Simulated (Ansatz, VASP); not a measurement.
**Two plane-wave programs on WC**

```
CELL_PARAMETERS angstrom
2.97259 0.00000 0.00000
-1.48630 2.57434 0.00000
0.00000 0.00000 11.05863
ATOMIC_POSITIONS crystal
W 0.66667 0.33333 0.87710
W 0.33333 0.66667 0.12290
W 0.33333 0.66667 0.37710
W 0.66667 0.33333 0.62290
C 0.00000 0.00000 0.00000
C 0.00000 0.00000 0.50000
C 0.66667 0.33333 0.25000
C 0.33333 0.66667 0.75000
```

Alike in both runs: functional PBE; k mesh 6 × 6 × 2; occupations gaussian, width 0.1 eV; no spin polarisation.

Ansatz relaxed the structure, and its values are those at the end. VASP's run is a single point on that final structure, the one shown.

```csv
,VASP,Ansatz
version,VASP 6.6.1,Ansatz 0.2.0
potentials or method,"VASP PAW PBE potentials, release 64 (W_sv, C), cutoff 520 eV","scalar-relativistic, plane waves, PAW"
valence electrons in the cell,72,72
```

VASP gave:

```
gap on the k mesh at the Fermi level (eV) : none
pressure (GPa)                            : 0.8
rms of the force components (eV/Å)        : 0.013
```

Q: Estimate Ansatz's values.

A: gap on the k mesh at the Fermi level (eV): none; pressure (GPa): -0.2; rms of the force components (eV/Å): 0.012.

A gap of «none» marks a metal or a gap that the smearing closes.

The k mesh is coarse, so the values compare programs but aren't converged. Neither program's run includes spin-orbit coupling.
